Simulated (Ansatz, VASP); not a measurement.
## SnO2 in VASP and in Ansatz

The input INCAR:

```
PREC = Accurate ; ENCUT = 520
EDIFF = 1E-7 ; ISMEAR = 0
SIGMA = 0.05 ; LREAL = F
LASPH = T ; NELM = 100
ALGO = Normal ; ISIF = 2
LWAVE = F ; LCHARG = F
GGA = CA ; NBANDS = 35
```

KPOINTS

```
regular mesh
0
Gamma
  6 6 8
```

POSCAR

```
SnO2
1.0
    4.5508719057      0.0000000000      0.0000000000
    0.0000000000      4.5514309592      0.0000000000
    0.0000000000      0.0000000000      3.0745939119
Sn O
2 4
Direct
    0.5000000000      0.5000000000      0.5000000000
    0.0000000000      0.0000000000      0.0000000000
    0.3059833077      0.3580510778      0.0000000000
    0.8059833077      0.1419489222      0.5000000000
    0.1940166923      0.8580510778      0.5000000000
    0.6940166923      0.6419489222      0.0000000000
```

Input for Ansatz:

```yaml
crystal:
  lattice:
    - [4.5508719057, 0.0, 0.0]
    - [0.0, 4.5514309592, 0.0]
    - [0.0, 0.0, 3.0745939119]
  atoms:
    - { symbol: Sn, position: [0.5, 0.5, 0.5] }
    - { symbol: Sn, position: [0.0, 0.0, 0.0] }
    - { symbol: O, position: [0.3059833077, 0.3580510778, 0.0] }
    - { symbol: O, position: [0.8059833077, 0.1419489222, 0.5] }
    - { symbol: O, position: [0.1940166923, 0.8580510778, 0.5] }
    - { symbol: O, position: [0.6940166923, 0.6419489222, 0.0] }
basis:
  ecutwfc: 520.0
kpoints:
  mp_grid: { grid: [6, 6, 8] }
hamiltonian:
  xc: lda
scf:
  occupations: { method: gaussian, width: 0.05 }
output:
  forces: true
  stress: true
  eigenvalues: true
  write_density: true
  write_potential: true
  elf: true
  volumetric_format: npy
```

Alike in both runs: task single point; functional LDA; k mesh 6 × 6 × 8; occupations gaussian, width 0.05 eV; no spin polarisation.

```csv
,VASP,Ansatz
version,VASP 6.6.1,Ansatz 0.2.0
potentials or method,"VASP PAW LDA potentials, release 64 (Sn_d, O), cutoff 520 eV","scalar-relativistic, plane waves, PAW"
valence electrons in the cell,52,52
```

VASP gave:

```
gap on the k mesh at the Fermi level (eV) : 2.86
least direct gap on the mesh (eV)         : 2.90
rms of the force components (eV/Å)        : 3.053
```

Problem. Which values does Ansatz return?

Solution. gap on the k mesh at the Fermi level (eV): 2.83; least direct gap on the mesh (eV): 2.87; rms of the force components (eV/Å): 3.015.

LDA's correlation is that of Perdew and Zunger in VASP and of Perdew and Wang (1992) in Ansatz. Atom by atom the forces differ by 0.039 eV/Å (rms over components).
